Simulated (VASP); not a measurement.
Write the native input for VASP 6.6.1 that does the following.

```yaml
Task: single point
Functional: PBE
Potentials_or_basis: VASP PAW PBE potentials, release 64 (Al)
Cutoff: 520 eV
k_mesh: 17 × 17 × 5
Occupations: fermi-dirac, width 0.1 eV
Spin: no spin polarisation
Dipole_correction: no
Further_INCAR_settings: ALGO = Normal; EDIFF = 1e-06; NBANDS = 14
```

The structure of Al lies in POSCAR:

```
Al
1.0
    2.9184381698      0.0000000000      0.0000000000
   -1.4592190849      2.5274415944      0.0000000000
    0.0000000000      0.0000000000      9.6997670848
Al
4
Direct
    0.0000000000      0.0000000000      1.0000000000
    0.0000000000      0.0000000000      0.5000000000
    0.3333333333      0.6666666667      0.2500000000
    0.6666666667      0.3333333333      0.7500000000
```

This isn't the form of Al at room conditions, which is fcc.

The input as run:

INCAR

```
SYSTEM = Al
ALGO = Normal ; EDIFF = 1E-6
ENCUT = 520 ; GGA = PE
ISIF = 2 ; ISMEAR = -1
LASPH = .TRUE. ; LCHARG = .FALSE.
LREAL = .FALSE. ; LWAVE = .FALSE.
NBANDS = 14 ; NELM = 100
PREC = Accurate ; SIGMA = 0.1
```

KPOINTS

```
k-points
0
G
  17 17 5
  0 0 0
```

Potentials or basis: VASP PAW PBE potentials, release 64 (Al).

Command:

```console
$ cat potpaw_PBE.64/Al/POTCAR > POTCAR
$ mpirun -np 1 vasp_std > vasp.out
```

Results of the run:

```yaml
Pressure: -4.9 GPa
Band_gap_on_the_k_mesh: zero (bands 6 and 7 overlap by 5.24 eV)
```

Caveat: the cell stands under tension.

It took 46 s on 1 thread of AMD EPYC 9R45 96-Core Processor (Zen 5) (shared host), peak memory 0.19 GiB.
